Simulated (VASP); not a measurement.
Write the native input for VASP 6.6.1 that does the following.

```yaml
Task: single point
Functional: PBEsol
Potentials_or_basis: VASP PAW PBE potentials, release 64 (Hf_pv)
Cutoff: 520 eV
k_mesh: 20 × 20 × 20
Occupations: gaussian, width 0.15 eV
Spin: no spin polarisation
Dipole_correction: no
Further_INCAR_settings: ALGO = Fast; EDIFF = 1e-06; NBANDS = 11
```

The structure of Hf lies in POSCAR:

```
Hf
1.0
   -1.5768127388      1.5768127388      2.3652191083
    1.5768127388     -1.5768127388      2.3652191083
    1.5768127388      1.5768127388     -2.3652191083
Hf
1
Direct
    0.0000000000      0.0000000000      0.0000000000
```

This cell differs from its parent crystal: ratio of the length along z to the lengths across it x 1.5, volume and fractional coordinates fixed.

One way to write it, as run:

INCAR

```
PREC = Accurate
ENCUT = 520
EDIFF = 1E-6
ISMEAR = 0
SIGMA = 0.15
LREAL = F
LASPH = T
NELM = 80
ALGO = Fast
ISIF = 2
LWAVE = F
LCHARG = F
GGA = PS
NBANDS = 11
```

KPOINTS

```
regular mesh
0
Gamma
  20 20 20
```

Potentials or basis: VASP PAW PBE potentials, release 64 (Hf_pv).

Launch:

```sh
$ cat potpaw_PBE.64/Hf_pv/POTCAR > POTCAR
$ mpirun -np 1 vasp_std > vasp.out
```

Results of the run:

```yaml
Pressure: -8.4 GPa
Band_gap_on_the_k_mesh: zero (bands 5 and 6 overlap by 1.66 eV)
```

Caveat: the cell stands under tension; the PAW data sets were made with another functional, which shifts forces and pressure a little; spin-orbit coupling is left out, which moves the levels of the heavy elements.

It took 75 s on 1 thread of AMD EPYC 9R45 96-Core Processor (Zen 5), on a shared host, peak memory 0.24 GiB.
